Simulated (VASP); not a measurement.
## NaCl: single point with PBEsol

Crystal: NaCl.

```
Na Cl
1.0
     0.00000    2.86007    2.83175
     2.83175    0.00000    2.83175
     2.83175    2.86007    0.00000
Na Cl
1 1
Direct
  0.00000 0.00000 0.00000
  0.50000 0.50000 0.50000
```

This cell differs from its parent crystal: strain +0.0100 x Voigt [0, 1, 0, 0, 0, 0].

```json
{"Program": "VASP 6.6.1", "Task": "single point", "Functional": "PBEsol", "Potentials or basis": "VASP PAW PBE potentials, release 64 (Na_pv, Cl)", "Cutoff": "520 eV", "k mesh": "8 × 8 × 8", "Occupations": "gaussian, width 0.05 eV", "Spin": "no spin polarisation"}
```

* Pressure: -1.0 GPa
* Band gap on the k mesh: 4.85 eV

Stress tensor (GPa, compression positive):
```
-0.87  0.00  0.00
 0.00 -1.21  0.00
 0.00  0.00 -0.87
```

Levels at points of the mesh, in eV from the valence-band top:
| k point | band 5 | band 6 | band 7 | band 8 | band 9 | band 10 |
| --- | --- | --- | --- | --- | --- | --- |
| (0.00, 0.00, 0.00) | -0.01 | -0.01 | 0.00 | 4.85 | 10.92 | 10.99 |
| (0.50, 0.00, 0.00) | -1.91 | -0.27 | -0.26 | 7.03 | 10.32 | 10.75 |
| (0.50, 0.50, 0.00) | -1.65 | -0.62 | -0.58 | 7.37 | 7.89 | 11.00 |
| (0.50, 0.00, 0.50) | -1.65 | -0.58 | -0.58 | 7.37 | 7.93 | 10.91 |

It took 29 s on 1 thread of Intel(R) Xeon(R) Platinum 8488C (Sapphire Rapids), with other jobs on the host, peak memory 0.18 GiB.

Caveat: the cell differs from its parent crystal (strain +0.0100 x Voigt [0, 1, 0, 0, 0, 0]); the PAW data sets were made with another functional, which shifts forces and pressure a little. A k mesh can miss the band edges.
